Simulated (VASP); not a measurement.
Here is a VASP 6.6.1 calculation.

The input INCAR:

```
PREC = Accurate ; ENCUT = 600
EDIFF = 1E-6 ; ISMEAR = 0
SIGMA = 0.1 ; LREAL = Auto
LASPH = True ; NELM = 100
ALGO = Normal ; ISIF = 3
LWAVE = False ; LCHARG = False
GGA = PE ; IVDW = 12
IBRION = 2 ; NSW = 90
EDIFFG = -0.05
```

KPOINTS

```
regular mesh
0
Gamma
  6 4 4
```

Contents of POSCAR:

```
H2CNO
1.0
    3.4927000000      0.0000000000      0.0000000000
    0.0000000000      6.1946000000      0.0000000000
   -3.3809840745      0.0000000000      8.2889836945
H C N O
8 4 4 4
Direct
    0.7176000000      0.8357000000      0.9056000000
    0.2824000000      0.3357000000      0.5944000000
    0.2824000000      0.1643000000      0.0944000000
    0.7176000000      0.6643000000      0.4056000000
    0.9871000000      0.6280000000      0.1298000000
    0.0129000000      0.1280000000      0.3702000000
    0.0129000000      0.3720000000      0.8702000000
    0.9871000000      0.8720000000      0.6298000000
    0.1072100000      0.7819800000      0.1386000000
    0.8927900000      0.2819800000      0.3614000000
    0.8927900000      0.2180200000      0.8614000000
    0.1072100000      0.7180200000      0.6386000000
    0.9352500000      0.8954500000      0.0032300000
    0.0647500000      0.3954500000      0.4967700000
    0.0647500000      0.1045500000      0.9967700000
    0.9352500000      0.6045500000      0.5032300000
    0.3806200000      0.8538800000      0.2619800000
    0.6193800000      0.3538800000      0.2380200000
    0.6193800000      0.1461200000      0.7380200000
    0.3806200000      0.6461200000      0.7619800000
```

Potentials or basis: VASP PAW PBE potentials, release 64 (H, C, N, O).

The run is started by

```bash
$ cat potpaw_PBE.64/H/POTCAR potpaw_PBE.64/C/POTCAR potpaw_PBE.64/N/POTCAR potpaw_PBE.64/O/POTCAR > POTCAR
$ mpirun -np 1 vasp_std > vasp.out
```

Q: Predict the band gap on the k mesh.

A: 3.49 eV.

Q: Estimate the relaxed volume.

A: 8.92 Å³/atom.

Forces on the atoms (eV/Å):
```
H   -0.012 -0.001  0.011
H    0.012 -0.001 -0.011
H    0.012  0.001 -0.011
H   -0.012  0.001  0.011
H    0.008 -0.008  0.012
H   -0.008 -0.008 -0.012
H   -0.008  0.008 -0.012
H    0.008  0.008  0.012
C   -0.016 -0.032 -0.002
C    0.016 -0.032  0.002
C    0.016  0.032  0.002
C   -0.016  0.032 -0.002
N    0.002 -0.002 -0.010
N   -0.002 -0.002  0.010
N   -0.002  0.002  0.010
N    0.002  0.002 -0.010
O   -0.002  0.004 -0.002
O    0.002  0.004  0.002
O    0.002 -0.004  0.002
O   -0.002 -0.004 -0.002
```

Caveat: the relaxation stopped at a loose force limit of 0.05 eV/Å, so its end isn't a converged minimum. A k mesh can miss the band edges.
